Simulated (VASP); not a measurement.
Here is a VASP 6.6.1 calculation.

Contents of INCAR:

```
SYSTEM = GdO
  PREC = Accurate
  ENCUT = 520
  EDIFF = 1E-6
  ISMEAR = -1
  SIGMA = 0.08
  LREAL = .FALSE.
  LASPH = .TRUE.
  NELM = 150
  ALGO = Normal
  ISIF = 2
  LWAVE = .FALSE.
  LCHARG = .FALSE.
  ISPIN = 2
  MAGMOM = 7 0
  LORBIT = 11
  LMAXMIX = 6
  GGA = PS
  NBANDS = 23
```

The input KPOINTS:

```
regular mesh
0
G
  13 13 13
  0 0 0
```

Contents of POSCAR:

```
GdO
1.0
    0.0000000000      2.6688984612      2.6688984612
    2.6688984612      0.0000000000      2.6688984612
    2.6688984612      2.6688984612      0.0000000000
Gd O
1 1
Direct
    0.0000000000      0.0000000000      0.0000000000
    0.7500000000      0.7500000000      0.7500000000
```

Potentials or basis: VASP PAW PBE potentials, release 64 (Gd, O).

The run is started by

```sh
$ cat potpaw_PBE.64/Gd/POTCAR potpaw_PBE.64/O/POTCAR > POTCAR
$ mpirun -np 1 vasp_std > vasp.out
```

Task: Estimate the site moments.

Result: Gd +6.85; O -0.03 μB.

Task: Predict the pressure.

Result: -1.1 GPa.

Caveat: the PAW data sets were made with another functional, which shifts forces and pressure a little; a cell with one magnetic atom can't hold antiferromagnetic order, which such compounds often take. The state reached can hang on the start; a lower one may exist.
